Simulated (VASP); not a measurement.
# Ta (Im-3m) in VASP: notebook

The runs below take Ta through relaxation of cell and atoms, with r2SCAN.

Program: VASP 6.6.1. These are calculated values, not measurements. Logs are shortened: lines on timing, memory, paths and dates and some standing lists are left out, and cuts for length are marked.

**1. The cell of the first run**

It takes space group Im-3m (No. 229, cubic). The conventional cell has a = 3.278 Å, b = 3.278 Å, c = 3.278 Å, α = 90.00°, β = 90.00°, γ = 90.00°. Ta (site symmetry m-3m) has 14 Ta at 2.84 to 3.28 Å within 3.7 Å.

**2. Relaxation of cell and atoms, r2SCAN, target pressure 5 GPa, at which the enthalpy is minimised**

POSCAR

```
Ta
1.0
   -1.6391942447      1.6391942447      1.6391942447
    1.6391942447     -1.6391942447      1.6391942447
    1.6391942447      1.6391942447     -1.6391942447
Ta
1
Direct
    0.0000000000      0.0000000000      0.0000000000
```

INCAR.step1

```
SYSTEM = Ta
ALGO = Normal
EDIFF = 1E-4
ENCUT = 600
GGA = PE
ISMEAR = 0
LASPH = .True.
LCHARG = .False.
LREAL = .False.
LWAVE = .True.
NELM = 80
PREC = Accurate
SIGMA = 0.1
```

INCAR.step2

```
SYSTEM = Ta
ALGO = Normal
EDIFF = 1E-7
EDIFFG = -0.008
ENCUT = 600
IBRION = 2
ISIF = 3
ISMEAR = 0
ISTART = 1
LASPH = .True.
LCHARG = .False.
LMIXTAU = .True.
LREAL = .False.
LWAVE = .False.
METAGGA = R2SCAN
NELM = 80
NSW = 70
PREC = Accurate
PSTRESS = 50.0
SIGMA = 0.1
```

KPOINTS

```
k-points
0
Gamma
  18 18 18
  0 0 0
```

Potentials or basis: VASP PAW PBE potentials, release 64 (Ta_pv).

Command:

```bash
$ cat potpaw_PBE.64/Ta_pv/POTCAR > POTCAR
$ cp INCAR.step1 INCAR
$ mpirun -np 1 vasp_std > vasp.out
$ cp INCAR.step2 INCAR
$ mpirun -np 1 vasp_std > vasp.out
```

OUTCAR:

```text
SYSTEM = Ta
   EDIFF = 1E-7
   EDIFFG = -0.008
   ENCUT = 600
   IBRION = 2
   ISIF = 3
   ISMEAR = 0
   ISTART = 1
   LASPH = .True.
   LREAL = .False.
   METAGGA = R2SCAN
   NELM = 80
   NSW = 70
   PREC = Accurate
   PSTRESS = 50.0

 ion  position               nearest neighbor table
   1  0.000  0.000  0.000-

  LATTYP: Found a body centered cubic cell.
 ALAT       =     3.2783884894

  Lattice vectors:

 A1 = (  -1.6391942447,   1.6391942447,   1.6391942447)
 A2 = (   1.6391942447,  -1.6391942447,   1.6391942447)
 A3 = (   1.6391942447,   1.6391942447,  -1.6391942447)

Analysis of symmetry for initial positions (statically):
=====================================================================
 Subroutine PRICEL returns:
 Original cell was already a primitive cell.

 Routine SETGRP: Setting up the symmetry group for a
 body centered cubic supercell.

 Subroutine GETGRP returns: Found 48 space group operations
 (whereof 48 operations were pure point group operations)
 out of a pool of 48 trial point group operations.

The static configuration has the point symmetry O_h .

Analysis of symmetry for dynamics (positions and initial velocities):
=====================================================================
 Subroutine PRICEL returns:
 Original cell was already a primitive cell.

 Routine SETGRP: Setting up the symmetry group for a
 body centered cubic supercell.

 Subroutine GETGRP returns: Found 48 space group operations
 (whereof 48 operations were pure point group operations)
 out of a pool of 48 trial point group operations.

The dynamic configuration has the point symmetry O_h .

 Subroutine INISYM returns: Found 48 space group operations
 (whereof 48 operations are pure point group operations),
 and found     1 'primitive' translations

----------------------------------------------------------------------------------------

                                     Primitive cell

  volume of cell :      17.6178

  direct lattice vectors                    reciprocal lattice vectors
    -1.639194245  1.639194245  1.639194245     0.000000000  0.305027913  0.305027913
     1.639194245 -1.639194245  1.639194245     0.305027913  0.000000000  0.305027913
     1.639194245  1.639194245 -1.639194245     0.305027913  0.305027913  0.000000000

  length of vectors
[... 87 lines left out ...]
   ISYM   =      2    0-nonsym 1-usesym 2-fastsym
   POTIM  = 0.5000    time-step for ionic-motion
   TEBEG  =    0.0;   TEEND  =   0.0 temperature during run
   PSTRESS=   50.0 pullay stress
   NELECT =      11.0000    total number of electrons
   NUPDOWN=      -1.0000    fix difference up-down
   EMIN   =  10.00;   EMAX   =-10.00  energy-range for DOS
   EFERMI =   0.00;   METHOD = LEGACY
   ISMEAR =     0;   SIGMA  =   0.10  broadening in eV -4-tet -1-fermi 0-gaus
   EFERMI_NEDOS =   21; number of points for ismear=-14 and -15
   IALGO  =     38    algorithm
   IMIX   =      4    mixing-type and parameters
     AMIX     =   0.40;   BMIX     =  1.00
     AMIX_MAG =   1.60;   BMIX_MAG =  1.00
  volume/ion in A,a.u.               =      17.62       118.89
  Fermi-wavevector in a.u.,A,eV,Ry     =   1.399228  2.644158 26.638036  1.957840
  Thomas-Fermi vector in A             =   2.522309
   LORBIT       =      0    0 simple, 1 ext, 2 COOP (PROOUT), +10 PAW based schemes
   METAGGA = R2SCAN    functional components
   LHFCALC =     F    Hartree Fock is set to
   AEXX    =    0.0000 exact exchange contribution
   IVDW    =     0    specifies the selected vdW correction
   LEPSILON=     F    determine dielectric tensor
   LRPA    =     F    only Hartree local field effects (RPA)
 conjugate gradient relaxation of ions
 non-spin polarized calculation
 Gauss-broadening in eV      SIGMA  =   0.10
  energy-cutoff  :      600.00
  volume of cell :       17.62
 maximum number of plane-waves:       603
   NGX = 11   NGY = 11   NGZ = 11

--------------------------------------- Ionic step        1  -------------------------------------------

 number of electron      11.0000002 magnetization

 Free energy of the ion-electron system (eV)
  ---------------------------------------------------
  ext. energy  EPLUGINS =         0.00000000
  ---------------------------------------------------
  free energy    TOTEN  =       -48.57492103 eV

  energy without entropy =      -48.56955103  energy(sigma->0) =      -48.57223603

------------------------ aborting loop because EDIFF is reached ----------------------------------------

  FORCE on cell =-STRESS in cart. coord.  units (eV):
  Direction    XX          YY          ZZ          XY          YZ          ZX
  --------------------------------------------------------------------------------------
  -------------------------------------------------------------------------------------
  Total        0.6310857      0.6310857      0.6310857     -0.0000000     -0.0000000     -0.0000000
  in kB       57.3915159     57.3915159     57.3915159     -0.0000000     -0.0000000     -0.0000000
  external PRESSURE =       7.3915159 kB  Pullay stress =      50.0000000 kB
[... 61 lines left out ...]
--------------------------------------- Ionic step        3  -------------------------------------------

 number of electron      11.0000002 magnetization

 Free energy of the ion-electron system (eV)
  ---------------------------------------------------
  ext. energy  EPLUGINS =         0.00000000
  ---------------------------------------------------
  free energy    TOTEN  =       -48.57685591 eV

  energy without entropy =      -48.57148225  energy(sigma->0) =      -48.57416908

 E-fermi :   5.4829     XC(G=0): -13.8809

 val. band max:        5.4523307179   @ k =   0.3333   0.1667   0.0556
 cond. band min:       5.4838621553   @ k =  -0.3889   0.5000   0.0556
 fundamental gap:      0.0315314374
 Fermi energy:         5.4829149169

 k-point     1 :       0.0000    0.0000    0.0000
  band No.  band energies     occupation
      1     -28.6637      2.00000
      2     -28.6637      2.00000
      3     -28.6637      2.00000
      4      -2.9236      2.00000
      5       6.3199      0.00000
      6       6.3199      0.00000
      7       6.3199      0.00000
      8       9.8765      0.00000
      9       9.8765      0.00000
[... 265 lines left out ...]
 k-point    24 :       0.3889    0.1111   -0.0000
  band No.  band energies     occupation
      1     -29.8959      2.00000
      2     -29.1188      2.00000
      3     -28.7304      2.00000
      4       1.2492      2.00000
      5       3.9751      2.00000
      6       6.0996      0.00000
      7       9.5963      0.00000
      8      10.9817      0.00000
      9      13.8618      0.00000

 [... further k-points ...]
[... 5 lines left out ...]
  --------------------------------------------------------------------------------------
  -------------------------------------------------------------------------------------
  Total        0.5527579      0.5527579      0.5527579      0.0000000      0.0000000     -0.0000000
  in kB       50.1039394     50.1039394     50.1039394      0.0000000      0.0000000     -0.0000000
  external PRESSURE =       0.1039394 kB  Pullay stress =      50.0000000 kB
[... 20 lines left out ...]
  energy  without entropy=      -48.5714822455  energy(sigma->0) =      -48.57416908

  enthalpy is  TOTEN    =       -48.0252446769 eV   P V=        0.5516112350

 reached required accuracy - stopping structural energy minimisation
```

It took 3.6 min on 1 thread of Intel Xeon Platinum 8259CL at 2.50GHz (Skylake/Cascade Lake), shared host; peak memory 0.19 GiB.

Results:

```yaml
Free_energy: -48.5769 eV
Relaxed_volume: 17.68 Å³/atom
Relaxed_cell: a = 2.842 Å, b = 2.842 Å, c = 2.842 Å, α = 109.47°, β = 109.47°, γ = 109.47°
Space_group_after_relaxing_to_0.05_Å: Im-3m (No. 229)
Energy_change_on_relaxing_the_enthalpy_is_what_falls: -1.9 meV/atom
Ionic_steps: 3
Pressure_after_relaxing: 5.0 GPa
```

Step by step:
```csv
step,energy change (eV),largest force (eV/Å),pressure (GPa),volume (Å³)
1,0.0000,0.0000,5.74,17.62
2,-0.0058,0.0000,3.16,17.83
3,-0.0019,0.0000,5.01,17.68
```

Final structure:
```yaml
crystal:
  lattice:
    - [-1.64098, 1.64098, 1.64098]
    - [1.64098, -1.64098, 1.64098]
    - [1.64098, 1.64098, -1.64098]
  atoms:
    - { symbol: Ta, position: [0.00000, 0.00000, 0.00000] }
```

Caveat: the cell is relaxed towards a set pressure, so the enthalpy falls and the energy may rise; the PAW data sets were made with another functional, which shifts forces and pressure a little; spin-orbit coupling is left out, which moves the levels of the heavy elements.

**3. Relaxation of cell and atoms, r2SCAN, target pressure 2 GPa, at which the enthalpy is minimised**

This run uses another cell than the first one, of 17.70 Å³/atom, 1.005 times its volume.

POSCAR

```
Ta
1.0
   -1.6416749908      1.6416749908      1.6416749908
    1.6416749908     -1.6416749908      1.6416749908
    1.6416749908      1.6416749908     -1.6416749908
Ta
1
Direct
    0.0000000000      0.0000000000      0.0000000000
```

INCAR.step1

```
SYSTEM = Ta
PREC = Accurate
ENCUT = 600
ISMEAR = 0
SIGMA = 0.1
LREAL = .False.
LASPH = .True.
NELM = 100
GGA = PE
ALGO = Normal
EDIFF = 1E-4
LWAVE = .True.
LCHARG = .False.
```

INCAR.step2

```
SYSTEM = Ta
PREC = Accurate
ENCUT = 600
EDIFF = 1E-6
ISMEAR = 0
SIGMA = 0.1
LREAL = .False.
LASPH = .True.
NELM = 100
ALGO = Normal
ISIF = 3
LWAVE = .False.
LCHARG = .False.
METAGGA = R2SCAN
LMIXTAU = .True.
IBRION = 2
NSW = 70
EDIFFG = -0.008
PSTRESS = 20.0
ISTART = 1
```

KPOINTS

```
regular mesh
0
Gamma
  18 18 18
  0 0 0
```

Potentials or basis: VASP PAW PBE potentials, release 64 (Ta_pv).

Command:

```bash
$ cat potpaw_PBE.64/Ta_pv/POTCAR > POTCAR
$ cp INCAR.step1 INCAR
$ mpirun -np 1 vasp_std > vasp.out
$ cp INCAR.step2 INCAR
$ mpirun -np 1 vasp_std > vasp.out
```

Run time: 3.1 min. Hardware: 1 thread of Intel Xeon Platinum 8259CL at 2.50GHz (Skylake/Cascade Lake), shared host; peak memory 0.18 GiB.

The run converged. Its results:

| Item | Value |
| --- | --- |
| Free energy | -48.5823 eV |
| Relaxed volume | 17.93 Å³/atom |
| Relaxed cell | a = 2.856 Å, b = 2.856 Å, c = 2.856 Å, α = 109.47°, β = 109.47°, γ = 109.47° |
| Space group after relaxing (to 0.05 Å) | Im-3m (No. 229) |
| Energy change on relaxing (the enthalpy is what falls) | -4.7 meV/atom |
| Ionic steps | 3 |
| Pressure after relaxing | 2.0 GPa |

Step by step:
| step | energy change (eV) | largest force (eV/Å) | pressure (GPa) | volume (Å³) |
| --- | --- | --- | --- | --- |
| 1 | 0.0000 | 0.0000 | 4.73 | 17.70 |
| 2 | -0.0008 | 0.0000 | -4.10 | 18.48 |
| 3 | -0.0047 | 0.0000 | 2.00 | 17.93 |

Final structure:
```cif
data_structure
_symmetry_space_group_name_H-M 'P 1'
_symmetry_Int_Tables_number 1
_cell_length_a 2.8556
_cell_length_b 2.8556
_cell_length_c 2.8556
_cell_angle_alpha 109.471
_cell_angle_beta 109.471
_cell_angle_gamma 109.471
_cell_volume 17.93
loop_
_atom_site_label
_atom_site_type_symbol
_atom_site_fract_x
_atom_site_fract_y
_atom_site_fract_z
_atom_site_occupancy
Ta1 Ta 0.00000 0.00000 0.00000 1
```

Levels at points of the mesh, in eV from the Fermi level:
| k point | band 1 | band 2 | band 3 | band 4 | band 5 | band 6 | band 7 | band 8 | band 9 |
| --- | --- | --- | --- | --- | --- | --- | --- | --- | --- |
| (0.00, 0.00, 0.00) | -34.20 | -34.20 | -34.20 | -8.35 | 0.84 | 0.84 | 0.84 | 4.35 | 4.35 |
| (0.50, 0.00, 0.00) | -35.46 | -34.60 | -34.21 | -4.58 | -1.58 | 1.49 | 4.22 | 5.29 | 8.14 |
| (0.50, 0.50, 0.50) | -35.07 | -35.07 | -35.07 | -3.98 | -3.98 | 7.15 | 7.15 | 7.15 | 9.06 |

Caveat: the cell is relaxed towards a set pressure, so the enthalpy falls and the energy may rise; the PAW data sets were made with another functional, which shifts forces and pressure a little; spin-orbit coupling is left out, which moves the levels of the heavy elements.

**4. Relaxation of cell and atoms, r2SCAN, target pressure -2 GPa, at which the enthalpy is minimised**

This run uses another cell than the first one, of 18.39 Å³/atom, 1.044 times its volume.

POSCAR

```
Ta
1.0
   -1.6628575258      1.6628575258      1.6628575258
    1.6628575258     -1.6628575258      1.6628575258
    1.6628575258      1.6628575258     -1.6628575258
Ta
1
Direct
    0.0000000000      0.0000000000      0.0000000000
```

INCAR.step1

```
SYSTEM = Ta
PREC = Accurate
ENCUT = 600
ISMEAR = 0
SIGMA = 0.1
LREAL = .FALSE.
LASPH = .TRUE.
NELM = 80
GGA = PE
ALGO = Normal
EDIFF = 1E-4
LWAVE = .TRUE.
LCHARG = .FALSE.
```

INCAR.step2

```
SYSTEM = Ta
PREC = Accurate
ENCUT = 600
EDIFF = 1E-6
ISMEAR = 0
SIGMA = 0.1
LREAL = .FALSE.
LASPH = .TRUE.
NELM = 80
ALGO = Normal
ISIF = 3
LWAVE = .FALSE.
LCHARG = .FALSE.
METAGGA = R2SCAN
LMIXTAU = .TRUE.
IBRION = 2
NSW = 70
EDIFFG = -0.008
PSTRESS = -20.0
ISTART = 1
```

KPOINTS

```
Automatic mesh
0
G
  18 18 18
  0 0 0
```

Command:

```bash
$ cat potpaw_PBE.64/Ta_pv/POTCAR > POTCAR
$ cp INCAR.step1 INCAR
$ mpirun -np 1 vasp_std > vasp.out
$ cp INCAR.step2 INCAR
$ mpirun -np 1 vasp_std > vasp.out
```

Run time: 3.1 min. Hardware: 1 thread of Intel Xeon Platinum 8259CL at 2.50GHz (Skylake/Cascade Lake), shared host; peak memory 0.18 GiB.

It converged, with:

```yaml
Free_energy: -48.5824 eV
Relaxed_volume: 18.28 Å³/atom
Relaxed_cell: a = 2.874 Å, b = 2.874 Å, c = 2.874 Å, α = 109.47°, β = 109.47°, γ = 109.47°
Space_group_after_relaxing_to_0.05_Å: Im-3m (No. 229)
Energy_change_on_relaxing_the_enthalpy_is_what_falls: -1.8 meV/atom
Ionic_steps: 3
Pressure_after_relaxing: -2.0 GPa
```

Step by step:
| step | energy change (eV) | largest force (eV/Å) | pressure (GPa) | volume (Å³) |
| --- | --- | --- | --- | --- |
| 1 | 0.0000 | 0.0000 | -3.18 | 18.39 |
| 2 | -0.0028 | 0.0000 | 0.73 | 18.03 |
| 3 | -0.0018 | 0.0000 | -1.99 | 18.28 |

Final structure:
```xyz
1
Lattice="-1.6595 1.6595 1.6595 1.6595 -1.6595 1.6595 1.6595 1.6595 -1.6595" Properties=species:S:1:pos:R:3 pbc="T T T"
Ta    0.0000    0.0000    0.0000
```

Levels at points of the mesh, in eV from the Fermi level:
| k point | band 3 | band 4 | band 5 | band 6 | band 7 | band 8 | band 9 |
| --- | --- | --- | --- | --- | --- | --- | --- |
| (0.00, 0.00, 0.00) | -34.28 | -8.27 | 0.84 | 0.84 | 0.84 | 4.28 | 4.28 |
| (0.50, 0.00, 0.00) | -34.29 | -4.49 | -1.52 | 1.40 | 4.14 | 5.19 | 7.95 |
| (0.50, 0.50, 0.50) | -35.10 | -3.85 | -3.85 | 6.99 | 6.99 | 6.99 | 8.88 |

Caveat: the cell is relaxed towards a set pressure, so the enthalpy falls and the energy may rise; the PAW data sets were made with another functional, which shifts forces and pressure a little; spin-orbit coupling is left out, which moves the levels of the heavy elements.

**5. Overview**

| cell | gap on the mesh (eV) | pressure (GPa) |
| --- | --- | --- |
| relaxed to 5 GPa from a = 2.839 Å, angles 109.5°, 1 atom | none | 5.0 |
| relaxed to 2 GPa from a = 2.843 Å, angles 109.5°, 1 atom | none | 2.0 |
| relaxed to -2 GPa from a = 2.880 Å, angles 109.5°, 1 atom | none | -2.0 |

Alike in all rows: task relaxation of cell and atoms; level r2SCAN; potentials or basis VASP PAW PBE potentials, release 64 (Ta_pv); no spin polarisation; k mesh 18 × 18 × 18; cutoff (eV) 600; smearing gaussian 0.1 eV.

Caveats: the cell is relaxed towards a set pressure, so the enthalpy falls and the energy may rise; the PAW data sets were made with another functional, which shifts forces and pressure a little; spin-orbit coupling is left out, which moves the levels of the heavy elements.

Total energies depend on the potentials used, so only differences within one code and one set of settings carry meaning.
